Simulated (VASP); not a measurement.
Set up this calculation in VASP 6.6.1, as the native input.

| Property | Result |
| --- | --- |
| Task | single point |
| Functional | HSE06 |
| Potentials or basis | VASP PAW PBE potentials, release 64 (Mg, O) |
| Cutoff | 520 eV |
| k mesh | 6 × 6 × 6 |
| Occupations | gaussian, width 0.01 eV |
| Spin | no spin polarisation |
| Dipole correction | no |
| Grid for exact exchange (PRECFOCK) | Normal |
| Further INCAR settings | ALGO = Normal; EDIFF = 1e-06; NBANDS = 11 |
| Share of exact exchange | 0.25 |
| Screening parameter | 0.2079 1/Å |

MgO:

```xyz
2
Lattice="2.6036 -0.0198 -0.0198 -0.0198 2.6036 -0.0198 -0.0198 -0.0198 2.6036" Properties=species:S:1:pos:R:3 pbc="T T T"
Mg    0.0000    0.0000    0.0000
O     1.2820    1.2820    1.2820
```

This cell differs from its parent crystal: strain along [111] -2.3%.

These files were run (other wordings do the same):

POSCAR

```
MgO
1.0
    2.6035865643     -0.0197625634     -0.0197625634
   -0.0197625634      2.6035865643     -0.0197625634
   -0.0197625634     -0.0197625634      2.6035865643
Mg O
1 1
Direct
    0.0000000000      0.0000000000      0.0000000000
    0.5000000000      0.5000000000      0.5000000000
```

INCAR.step1

```
PREC = Accurate ; ENCUT = 520
EDIFF = 1E-5 ; ISMEAR = 0
SIGMA = 0.01 ; LREAL = F
LASPH = T ; NELM = 80
ALGO = Normal ; ISIF = 2
LWAVE = T ; LCHARG = F
GGA = PE ; NBANDS = 11
```

INCAR.step2

```
PREC = Accurate ; ENCUT = 520
EDIFF = 1E-6 ; ISMEAR = 0
SIGMA = 0.01 ; LREAL = F
LASPH = T ; NELM = 80
ALGO = Normal ; ISIF = 2
LWAVE = F ; LCHARG = F
GGA = PE ; LHFCALC = T
HFSCREEN = 0.2079 ; PRECFOCK = Normal
ISTART = 1 ; NBANDS = 11
```

KPOINTS

```
Automatic mesh
0
Gamma
  6 6 6
```

Potentials or basis: VASP PAW PBE potentials, release 64 (Mg, O).

Run with:

```bash
$ cat potpaw_PBE.64/Mg/POTCAR potpaw_PBE.64/O/POTCAR > POTCAR
$ cp INCAR.step1 INCAR
$ mpirun -np 1 vasp_std > vasp.out
$ cp INCAR.step2 INCAR
$ mpirun -np 1 vasp_std > vasp.out
```

It gave:

The pressure is 2.6 GPa and the band gap on the k mesh is 4.38 eV (least direct gap 5.46 eV).

Caveat: the cell differs from its parent crystal (strain along [111] -2.3%); the structure was generated, so it needn't be the stable form of MgO; the PAW data sets were made with another functional, which shifts forces and pressure a little.

Wall time 16 min on 1 thread of Intel Xeon 8259CL (shared host), peak memory 0.24 GiB.
